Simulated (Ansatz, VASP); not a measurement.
# BiTe: VASP beside Ansatz

Contents of INCAR:

```
ALGO = Normal
EDIFF = 1E-6
ENCUT = 500
GGA = PS
GGA_COMPAT = False
ISIF = 2
ISMEAR = 0
LASPH = True
LCHARG = True
LELF = True
LREAL = False
LVHAR = True
LWAVE = False
NBANDS = 18
NELM = 120
PREC = Accurate
SIGMA = 0.15
```

KPOINTS

```
k-points
0
Gamma
  16 16 16
```

The input POSCAR:

```
BiTe
1.0
    0.0000000000      3.1971538277      3.1491965203
    3.1971538277      0.0000000000      3.1491965203
    3.1971538277      3.1971538277      0.0000000000
Bi Te
1 1
Direct
    0.0000000000      0.0000000000      0.0000000000
    0.5000000000      0.5000000000      0.5000000000
```

Input for Ansatz:

```yaml
crystal:
  lattice:
    - [0.0, 3.1971538277, 3.1491965203]
    - [3.1971538277, 0.0, 3.1491965203]
    - [3.1971538277, 3.1971538277, 0.0]
  atoms:
    - { symbol: Bi, position: [0.0, 0.0, 0.0] }
    - { symbol: Te, position: [0.5, 0.5, 0.5] }
basis:
  ecutwfc: 420
kpoints:
  mp_grid: { grid: [16, 16, 16] }
hamiltonian:
  xc: pbesol
scf:
  occupations: { method: gaussian, width: 0.15 }
output:
  forces: true
  stress: true
  eigenvalues: true
```

Change from the starting cell: strain +0.000 along x and y, -0.015 along z, atoms carried along.

Alike in both runs: task single point; functional PBEsol; k mesh 16 × 16 × 16; occupations gaussian, width 0.15 eV; no spin polarisation.

|  | VASP | Ansatz |
| --- | --- | --- |
| version | VASP 6.6.1 | Ansatz 0.2.0 |
| potentials or method | VASP PAW PBE potentials, release 64 (Bi_d, Te), cutoff 500 eV | scalar-relativistic, plane waves, PAW |
| valence electrons in the cell | 21 | 31 |

```tsv
	VASP	Ansatz	Ansatz less VASP
gap on the k mesh at the Fermi level (eV)	none	none	-
pressure (GPa)	0.9	0.9	0.00
traceless stress, the component that is largest in VASP (GPa)	0.98	0.98	-0.001
```

VASP's potentials were made for PBE, not for PBEsol. A gap of «none» marks a metal or a gap that the smearing closes. The functional is the same, so the differences come from potentials, cutoffs and numerics. VASP's potentials hold 21 valence electrons a cell and Ansatz's 31, so a difference there can come from the potentials and not from the codes.

Spin-orbit coupling is off throughout.
